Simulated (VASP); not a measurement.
Input of a VASP 6.6.1 run:

INCAR

```
SYSTEM = Ni
ALGO = Normal
EDIFF = 1E-7
EDIFFG = -0.005
ENCUT = 600
GGA = CA
IBRION = 2
ISIF = 3
ISMEAR = -1
ISPIN = 2
LASPH = .True.
LCHARG = .False.
LMAXMIX = 4
LORBIT = 11
LREAL = .False.
LWAVE = .False.
MAGMOM = 1
NELM = 150
NSW = 80
PREC = Accurate
SIGMA = 0.05
```

File KPOINTS:

```
k-points
0
Gamma
  13 13 13
  0 0 0
```

The input POSCAR:

```
Ni
1.0
    0.0000000000      1.7375729330      1.7375729330
    1.7375729330      0.0000000000      1.7375729330
    1.7375729330      1.7375729330      0.0000000000
Ni
1
Direct
    0.0000000000      0.0000000000      0.0000000000
```

Potentials or basis: VASP PAW LDA potentials, release 64 (Ni).

Run with:

```bash
$ cat potpaw_LDA.64/Ni/POTCAR > POTCAR
$ mpirun -np 1 vasp_std > vasp.out
```

Estimate the space group after relaxing (to 0.05 Å).

Fm-3m (No. 225).

What does it give for the relaxed cell?

a = 2.421 Å, b = 2.421 Å, c = 2.421 Å, α = 60.00°, β = 60.00°, γ = 60.00°.

Estimate the relaxed volume.

10.03 Å³/atom.

Predict the site moments.

Ni +0.61 μB.

The path:
| step | energy change (eV) | largest force (eV/Å) | pressure (GPa) | volume (Å³) |
| --- | --- | --- | --- | --- |
| 1 | 0.0000 | 0.0000 | -10.23 | 10.49 |
| 2 | 0.0084 | 0.0000 | 15.47 | 9.51 |
| 3 | -0.0155 | 0.0000 | -0.13 | 10.03 |
| 4 | -0.0155 | 0.0000 | 0.11 | 10.02 |
| 5 | -0.0155 | 0.0000 | -0.12 | 10.03 |
| 6 | -0.0155 | 0.0000 | 0.00 | 10.03 |
